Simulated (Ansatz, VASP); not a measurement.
# SiO2: VASP beside Ansatz

```
Si O
1.0
     1.34367    0.77577    4.57138
    -1.34367    0.77577    4.57138
     0.00000   -1.55154    4.57138
Si O
1 2
Direct
  0.50000 0.50000 0.50000
  0.76662 0.76662 0.76662
  0.23338 0.23338 0.23338
```

Alike in both runs: functional PBE; dispersion D3(BJ); k mesh 12 × 12 × 12; occupations gaussian, width 0.02 eV; no spin polarisation.

Ansatz relaxed the structure, and its values are those at the end. VASP's run is a single point on that final structure, the one shown.

|  | VASP | Ansatz |
| --- | --- | --- |
| version | VASP 6.6.1 | Ansatz 0.2.0 |
| potentials or method | VASP PAW PBE potentials, release 64 (Si, O), cutoff 520 eV | scalar-relativistic, plane waves, PAW |
| valence electrons in the cell | 16 | 16 |

VASP gave:

```
gap on the k mesh at the Fermi level (eV) : 6.14
least direct gap on the mesh (eV)         : 6.38
pressure (GPa)                            : 0.5
rms of the force components (eV/Å)        : 0.006
```

Problem. Which values does Ansatz return?

Solution. gap on the k mesh at the Fermi level (eV): 6.17; least direct gap on the mesh (eV): 6.40; pressure (GPa): 0.0; rms of the force components (eV/Å): 0.000.
